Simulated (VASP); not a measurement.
# Be (Fm-3m) in VASP: further runs

Runs on Be. Level: LDA. Tasks: single point.

All numbers are computed with VASP 6.6.1; they aren't measurements. Logs are shortened: lines on timing, memory, paths and dates and some standing lists are left out, and cuts for length are marked.

## Step 1: The cell of the first run

The structure is cubic, space group Fm-3m (No. 225). Conventional cell: a = 2.835 Å, b = 2.835 Å, c = 2.835 Å, α = 90.00°, β = 90.00°, γ = 90.00°. Be (site symmetry m-3m) has 12 Be at 2.00 Å within 2.7 Å.

## Step 2: Single point, LDA (volume scaled by 0.76)

INCAR reads:

```
ALGO = Normal
EDIFF = 1E-7
ENCUT = 520
ISIF = 2
ISMEAR = -1
LASPH = T
LCHARG = F
LREAL = F
LWAVE = F
NBANDS = 7
NELM = 100
PREC = Accurate
SIGMA = 0.05
```

KPOINTS reads:

```
k-points
0
Gamma
  21 21 21
```

POSCAR reads:

```
Be
1.0
    0.0000000000      1.4175318365      1.4175318365
    1.4175318365      0.0000000000      1.4175318365
    1.4175318365      1.4175318365      0.0000000000
Be
1
Direct
    0.0000000000      0.0000000000      0.0000000000
```

Potentials or basis: VASP PAW LDA potentials, release 64 (Be).

Command:

```
$ cat potpaw_LDA.64/Be/POTCAR > POTCAR
$ mpirun -np 1 vasp_std > vasp.out
```

OUTCAR:

```text
EDIFF = 1E-7
   ENCUT = 520
   ISIF = 2
   ISMEAR = -1
   LASPH = T
   LREAL = F
   NELM = 100
   PREC = Accurate

 ion  position               nearest neighbor table
   1  0.000  0.000  0.000-

  LATTYP: Found a face centered cubic cell.
 ALAT       =     2.8350636730

  Lattice vectors:

 A1 = (   0.0000000000,   1.4175318365,   1.4175318365)
 A2 = (   1.4175318365,   0.0000000000,   1.4175318365)
 A3 = (   1.4175318365,   1.4175318365,   0.0000000000)

Analysis of symmetry for initial positions (statically):
=====================================================================
 Subroutine PRICEL returns:
 Original cell was already a primitive cell.

 Routine SETGRP: Setting up the symmetry group for a
 face centered cubic supercell.

 Subroutine GETGRP returns: Found 48 space group operations
 (whereof 48 operations were pure point group operations)
 out of a pool of 48 trial point group operations.

The static configuration has the point symmetry O_h .

Analysis of symmetry for dynamics (positions and initial velocities):
=====================================================================
 Subroutine PRICEL returns:
 Original cell was already a primitive cell.

 Routine SETGRP: Setting up the symmetry group for a
 face centered cubic supercell.

 Subroutine GETGRP returns: Found 48 space group operations
 (whereof 48 operations were pure point group operations)
 out of a pool of 48 trial point group operations.

The dynamic configuration has the point symmetry O_h .

 Subroutine INISYM returns: Found 48 space group operations
 (whereof 48 operations are pure point group operations),
 and found     1 'primitive' translations

----------------------------------------------------------------------------------------

                                     Primitive cell

  volume of cell :       5.6968

  direct lattice vectors                    reciprocal lattice vectors
     0.000000000  1.417531837  1.417531837    -0.352725764  0.352725764  0.352725764
     1.417531837  0.000000000  1.417531837     0.352725764 -0.352725764  0.352725764
     1.417531837  1.417531837  0.000000000     0.352725764  0.352725764 -0.352725764

  length of vectors
     2.004692748  2.004692748  2.004692748     0.610938944  0.610938944  0.610938944

  position of ions in fractional coordinates (direct lattice)
     0.000000000  0.000000000  0.000000000

  ion indices of the primitive-cell ions
   primitive index   ion index
                 1           1

----------------------------------------------------------------------------------------

 KPOINTS: k-points

Automatic generation of k-mesh.
 Grid dimensions read from file:
 generate k-points for:   21   21   21

 Generating k-lattice:

  Cartesian coordinates                     Fractional coordinates (reciprocal lattice)
    -0.016796465  0.016796465  0.016796465     0.047619048  0.000000000  0.000000000
     0.016796465 -0.016796465  0.016796465     0.000000000  0.047619048  0.000000000
     0.016796465  0.016796465 -0.016796465     0.000000000  0.000000000  0.047619048

  Length of vectors
     0.029092331  0.029092331  0.029092331

  Shift w.r.t. Gamma in fractional coordinates (k-lattice)
     0.000000000  0.000000000  0.000000000

 Subroutine IBZKPT returns following result:
 ===========================================

 Found    286 irreducible k-points:

 Following reciprocal coordinates:
            Coordinates               Weight
  0.000000  0.000000  0.000000      1.000000
  0.047619  0.000000  0.000000      8.000000
  0.095238  0.000000  0.000000      8.000000
  0.142857  0.000000  0.000000      8.000000
  0.190476  0.000000  0.000000      8.000000
  0.238095  0.000000  0.000000      8.000000
[... 16 lines left out ...]
 -0.428571  0.047619  0.000000     24.000000
 -0.380952  0.047619  0.000000     24.000000
 [... further k-points ...]
   k-points           NKPTS =    286   k-points in BZ     NKDIM =    286   number of bands    NBANDS=      7
   number of dos      NEDOS =    301   number of ions     NIONS =      1
   total plane-waves  NPLWV =   4096
   dimension x,y,z NGX =    16 NGY =   16 NGZ =   16
   dimension x,y,z NGXF=    32 NGYF=   32 NGZF=   32
   ions per type =               1
   NGX,Y,Z   is equivalent  to a cutoff of  13.27, 13.27, 13.27 a.u.
   NGXF,Y,Z  is equivalent  to a cutoff of  26.54, 26.54, 26.54 a.u.
 SYSTEM =  unknown system
   PREC   = accura    normal or accurate (medium, high low for compatibility)
   ISTART =      0    job   : 0-new  1-cont  2-samecut
   ICHARG =      2    charge: 1-file 2-atom 10-const
   ISPIN  =      1    spin polarized calculation?
   LNONCOLLINEAR =      F non collinear calculations
   LSORBIT =      F    spin-orbit coupling
   LASPH  =      T    aspherical Exc in radial PAW
   ENCUT  =  520.0 eV  38.22 Ry    6.18 a.u.   3.73  3.73  3.73*2*pi/ulx,y,z
   NELM   =    100;   NELMIN=  2; NELMDL= -5     # of ELM steps
   EDIFF  = 0.1E-06   stopping-criterion for ELM
   LREAL  =      F    real-space projection
   EDIFFG = 0.1E-05   stopping-criterion for IOM
   NSW    =      0    number of steps for IOM
   IBRION =     -1    ionic relax: 0-MD 1-quasi-New 2-CG
   NFREE  =      0    steps in history (QN), initial steepest desc. (CG)
   ISIF   =      2    stress and relaxation
   ISYM   =      2    0-nonsym 1-usesym 2-fastsym
   POTIM  = 0.5000    time-step for ionic-motion
   TEBEG  =    0.0;   TEEND  =   0.0 temperature during run
   PSTRESS=    0.0 pullay stress
   NELECT =       2.0000    total number of electrons
   NUPDOWN=      -1.0000    fix difference up-down
   EMIN   =  10.00;   EMAX   =-10.00  energy-range for DOS
   EFERMI =   0.00;   METHOD = LEGACY
   ISMEAR =    -1;   SIGMA  =   0.05  broadening in eV -4-tet -1-fermi 0-gaus
   EFERMI_NEDOS =   21; number of points for ismear=-14 and -15
   IALGO  =     38    algorithm
   IMIX   =      4    mixing-type and parameters
     AMIX     =   0.40;   BMIX     =  1.00
     AMIX_MAG =   1.60;   BMIX_MAG =  1.00
  volume/ion in A,a.u.               =       5.70        38.44
  Fermi-wavevector in a.u.,A,eV,Ry     =   1.154894  2.182433 18.147171  1.333779
  Thomas-Fermi vector in A             =   2.291527
   LORBIT       =      0    0 simple, 1 ext, 2 COOP (PROOUT), +10 PAW based schemes
   GGA     = CA    functional components
   LHFCALC =     F    Hartree Fock is set to
   AEXX    =    0.0000 exact exchange contribution
   IVDW    =     0    specifies the selected vdW correction
   LEPSILON=     F    determine dielectric tensor
   LRPA    =     F    only Hartree local field effects (RPA)
 non-spin polarized calculation
  energy-cutoff  :      520.00
  volume of cell :        5.70
 maximum number of plane-waves:       169
   NGX =  7   NGY =  7   NGZ =  7

 number of electron       2.0000000 magnetization

 Free energy of the ion-electron system (eV)
  ---------------------------------------------------
  ext. energy  EPLUGINS =         0.00000000
  ---------------------------------------------------
  free energy    TOTEN  =        -3.86288654 eV

  energy without entropy =       -3.86257322  energy(sigma->0) =       -3.86272988

 E-fermi :  10.3067     XC(G=0): -11.7566

 val. band max:       10.2470390035   @ k =  -0.2857   0.4762   0.1905
 cond. band min:      10.3690382070   @ k =  -0.3810   0.3333   0.0000
 fundamental gap:      0.1219992035
 Fermi energy:        10.3067480207

 k-point     1 :       0.0000    0.0000    0.0000
  band No.  band energies     occupation
      1      -3.2426      2.00000
      2      35.0718      0.00000
      3      35.0718      0.00000
      4      35.0718      0.00000
      5      46.0909      0.00000
      6      46.0909      0.00000
      7      46.0909      0.00000

 k-point     2 :       0.0476    0.0000    0.0000
  band No.  band energies     occupation
      1      -3.1624      2.00000
      2      34.2601      0.00000
      3      34.8915      0.00000
      4      34.8915      0.00000
      5      44.9057      0.00000
      6      46.4282      0.00000
      7      46.4282      0.00000

 k-point     3 :       0.0952    0.0000    0.0000
  band No.  band energies     occupation
      1      -2.9217      2.00000
      2      32.0800      0.00000
      3      34.4233      0.00000
      4      34.4233      0.00000
      5      44.1401      0.00000
      6      47.3038      0.00000
      7      47.3038      0.00000

 k-point     4 :       0.1429    0.0000    0.0000
  band No.  band energies     occupation
      1      -2.5200      2.00000
      2      29.1605      0.00000
      3      33.8140      0.00000
      4      33.8140      0.00000
      5      44.2595      0.00000
      6      48.2670      0.00000
      7      48.2670      0.00000

 k-point     5 :       0.1905    0.0000    0.0000
  band No.  band energies     occupation
      1      -1.9575      2.00000
      2      26.0143      0.00000
      3      33.1876      0.00000
      4      33.1876      0.00000
      5      44.9150      0.00000
      6      48.4033      0.00000
      7      48.4033      0.00000

 k-point     6 :       0.2381    0.0000    0.0000
  band No.  band energies     occupation
      1      -1.2368      2.00000
      2      22.9011      0.00000
      3      32.6200      0.00000
      4      32.6200      0.00000
      5      45.7852      0.00000
      6      47.3837      0.00000
      7      47.3837      0.00000

 k-point     7 :       0.2857    0.0000    0.0000
  band No.  band energies     occupation
      1      -0.3663      2.00000
      2      19.9490      0.00000
      3      32.1487      0.00000
      4      32.1487      0.00000
      5      45.9921      0.00000
      6      45.9921      0.00000
      7      46.2788      0.00000

 k-point     8 :       0.3333    0.0000    0.0000
  band No.  band energies     occupation
      1       0.6325      2.00000
      2      17.2405      0.00000
      3      31.7869      0.00000
      4      31.7869      0.00000
      5      44.6898      0.00000
      6      44.6898      0.00000
      7      45.8978      0.00000

 k-point     9 :       0.3810    0.0000    0.0000
  band No.  band energies     occupation
      1       1.7071      2.00000
      2      14.8616      0.00000
      3      31.5324      0.00000
      4      31.5324      0.00000
      5      43.6370      0.00000
      6      43.6370      0.00000
      7      45.2641      0.00000

 k-point    10 :       0.4286    0.0000    0.0000
  band No.  band energies     occupation
      1       2.7317      2.00000
      2      12.9581      0.00000
      3      31.3744      0.00000
      4      31.3744      0.00000
      5      42.9037      0.00000
      6      42.9037      0.00000
      7      44.7687      0.00000

 k-point    11 :       0.4762    0.0000    0.0000
  band No.  band energies     occupation
      1       3.4290      2.00000
      2      11.8187      0.00000
      3      31.2996      0.00000
      4      31.2996      0.00000
      5      42.5279      0.00000
      6      42.5279      0.00000
      7      44.5086      0.00000
[... 51 lines left out ...]
 k-point    17 :       0.2857    0.0476    0.0000
  band No.  band energies     occupation
      1      -0.5944      2.00000
      2      20.9287      0.00000
      3      30.9605      0.00000
      4      33.2129      0.00000
      5      43.0522      0.00000
      6      47.3797      0.00000
      7      48.0092      0.00000

 k-point    18 :       0.3333    0.0476    0.0000
  band No.  band energies     occupation
      1       0.3691      2.00000
      2      18.1323      0.00000
      3      30.6604      0.00000
      4      32.6552      0.00000
      5      41.9956      0.00000
      6      46.5666      0.00000
      7      48.3435      0.00000

 k-point    19 :       0.3810    0.0476    0.0000
  band No.  band energies     occupation
      1       1.4330      2.00000
      2      15.6292      0.00000
      3      30.5234      0.00000
      4      32.1281      0.00000
      5      41.1289      0.00000
      6      45.2688      0.00000
      7      48.0344      0.00000

 k-point    20 :       0.4286    0.0476    0.0000
  band No.  band energies     occupation
      1       2.5040      2.00000
      2      13.5373      0.00000
      3      30.5420      0.00000
      4      31.6385      0.00000
      5      40.5816      0.00000
      6      44.2117      0.00000
      7      47.5065      0.00000

 k-point    21 :       0.4762    0.0476    0.0000
  band No.  band energies     occupation
      1       3.3627      2.00000
      2      12.0901      0.00000
      3      30.7017      0.00000
      4      31.2004      0.00000
      5      40.3826      0.00000
      6      43.4460      0.00000
      7      47.2117      0.00000

 k-point    22 :      -0.4762    0.0476    0.0000
  band No.  band energies     occupation
      1       3.6284      2.00000
      2      11.6760      0.00000
      3      30.8368      0.00000
      4      30.9824      0.00000
      5      40.5253      0.00000
      6      43.0068      0.00000
      7      47.2014      0.00000

 k-point    23 :      -0.4286    0.0476    0.0000
  band No.  band energies     occupation
      1       3.1221      2.00000
      2      12.4755      0.00000
      3      30.5748      0.00000
      4      31.3606      0.00000
      5      40.9869      0.00000
      6      42.9210      0.00000
      7      47.4792      0.00000

 k-point    24 :      -0.3810    0.0476    0.0000
  band No.  band energies     occupation
      1       2.1565      2.00000
      2      14.1722      0.00000
      3      30.4404      0.00000
      4      31.8136      0.00000
      5      41.7375      0.00000
      6      43.2056      0.00000
      7      48.0177      0.00000

 [... further k-points ...]

------------------------ aborting loop because EDIFF is reached ----------------------------------------

  FORCE on cell =-STRESS in cart. coord.  units (eV):
  Direction    XX          YY          ZZ          XY          YZ          ZX
  --------------------------------------------------------------------------------------
  -------------------------------------------------------------------------------------
  Total        2.0648513      2.0648513      2.0648513     -0.0000000     -0.0000000      0.0000000
  in kB      580.7255215    580.7255215    580.7255215     -0.0000000     -0.0000000      0.0000000
  external PRESSURE =     580.7255215 kB  Pullay stress =       0.0000000 kB

 VOLUME and BASIS-vectors are now :
 -----------------------------------------------------------------------------
  energy-cutoff  :      520.00
  volume of cell :        5.70
      direct lattice vectors                 reciprocal lattice vectors
     0.000000000  1.417531837  1.417531837    -0.352725764  0.352725764  0.352725764
     1.417531837  0.000000000  1.417531837     0.352725764 -0.352725764  0.352725764
     1.417531837  1.417531837  0.000000000     0.352725764  0.352725764 -0.352725764

 POSITION                                       TOTAL-FORCE (eV/Angst)
 -----------------------------------------------------------------------------------
      0.00000      0.00000      0.00000        -0.000000     -0.000000     -0.000000
 -----------------------------------------------------------------------------------
    total drift:                                0.000000     -0.000000      0.000000

  FREE ENERGIE OF THE ION-ELECTRON SYSTEM (eV)
  ---------------------------------------------------
  free  energy   TOTEN  =        -3.8628865367 eV

  energy  without entropy=       -3.8625732174  energy(sigma->0) =       -3.86272988
```

Wall time 9.6 s (1 thread of Intel Xeon 6975P-C, shared host); peak memory 0.11 GiB.

Results:

```
Free energy            : -3.8629 eV
Pressure               : 58.1 GPa
Band gap on the k mesh : zero (band 1 reaches 10.55 eV, above the bottom of band 2 at 9.92 eV)
```

## Step 3: Single point, LDA (volume scaled by 0.84)

INCAR reads:

```
SYSTEM = Be
PREC = Accurate ; ENCUT = 520
EDIFF = 1E-6 ; ISMEAR = -1
SIGMA = 0.05 ; LREAL = .FALSE.
LASPH = .TRUE. ; NELM = 80
ALGO = Normal ; ISIF = 2
LWAVE = .FALSE. ; LCHARG = .TRUE.
GGA = CA ; LELF = .TRUE.
LVHAR = .TRUE. ; NBANDS = 7
```

KPOINTS reads:

```
Automatic mesh
0
G
  21 21 21
  0 0 0
```

POSCAR reads:

```
Be
1.0
    0.0000000000      1.4656200112      1.4656200112
    1.4656200112      0.0000000000      1.4656200112
    1.4656200112      1.4656200112      0.0000000000
Be
1
Direct
    0.0000000000      0.0000000000      0.0000000000
```

Potentials or basis: VASP PAW LDA potentials, release 64 (Be).

Command:

```
$ cat potpaw_LDA.64/Be/POTCAR > POTCAR
$ mpirun -np 1 vasp_std > vasp.out
```

Wall time 9.3 s (1 thread of Intel Xeon 6975P-C, shared host); peak memory 0.11 GiB.

It converged, with:

| Quantity | Value |
| --- | --- |
| Free energy | -4.0274 eV |
| Pressure | 31.5 GPa |
| Band gap on the k mesh | zero (band 1 reaches 9.56 eV, above the bottom of band 2 at 8.96 eV) |

Levels at points of the mesh, in eV from the Fermi level:
```
           k point  band 1  band 2  band 3  band 4  band 5
(0.00, 0.00, 0.00)  -13.00   22.86   22.86   22.86   33.57
```
